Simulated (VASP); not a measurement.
Wanted: the native input for a VASP 6.6.1 run.

- Task: single point
- Functional: PBEsol
- Potentials or basis: VASP PAW PBE potentials, release 64 (Zn, Au)
- Cutoff: 520 eV
- k mesh: 12 × 8 × 2
- Occupations: gaussian, width 0.1 eV
- Spin: no spin polarisation
- Dipole correction: no
- Further INCAR settings: LREAL = Auto; ALGO = Normal; EDIFF = 1e-07; NBANDS = 106

The structure of ZnAu lies in POSCAR:

```
ZnAu
1.0
    3.1281886271      0.0000000000      0.0000000000
    0.0000000000      4.4239267821      0.0000000000
    0.0000000000      0.0000000000     17.6957071286
Zn Au
8 8
Direct
    0.5000000000      0.5000000000      0.2500000000
    0.5000000000      0.0000000000      0.1250000000
    0.5000000000      0.0000000000      0.3750000000
    0.0000000000      1.0000000000      0.5000000000
    0.0000000000      0.5000000000      0.6250000000
    0.5000000000      0.5000000000      0.0000000000
    0.0000000000      0.0000000000      0.7500000000
    0.0000000000      0.5000000000      0.8750000000
    0.0000000000      0.0000000000      0.0000000000
    0.0000000000      0.5000000000      0.1250000000
    0.5000000000      0.5000000000      0.5000000000
    0.0000000000      1.0000000000      0.2500000000
    0.0000000000      0.5000000000      0.3750000000
    0.5000000000      0.5000000000      0.7500000000
    0.5000000000      1.0000000000      0.6250000000
    0.5000000000      1.0000000000      0.8750000000
```

The input as run:

INCAR

```
SYSTEM = ZnAu
ALGO = Normal
EDIFF = 1E-7
ENCUT = 520
GGA = PS
ISIF = 2
ISMEAR = 0
LASPH = .TRUE.
LCHARG = .FALSE.
LREAL = Auto
LUSENCCL = .FALSE.
LWAVE = .FALSE.
NBANDS = 106
NELM = 100
PREC = Accurate
SIGMA = 0.1
```

KPOINTS

```
k-points
0
G
  12 8 2
  0 0 0
```

Potentials or basis: VASP PAW PBE potentials, release 64 (Zn, Au).

The run is started by

```console
$ cat potpaw_PBE.64/Zn/POTCAR potpaw_PBE.64/Au/POTCAR > POTCAR
$ mpirun -np 1 vasp_std > vasp.out
```

Results of the run:

| Item | Value |
| --- | --- |
| Pressure | 1.2 GPa |
| Largest force | 1.022 eV/Å |
| Band gap on the k mesh | zero (bands 92 and 93 overlap by 2.97 eV) |

Caveat: the PAW data sets were made with another functional, which shifts forces and pressure a little; spin-orbit coupling is left out, which moves the levels of the heavy elements.

Wall time 6.2 min on 1 × NVIDIA H100 80GB with 1 thread of AMD EPYC 7R13 Processor (Zen 3), on a shared host, peak memory 2.1 GiB.
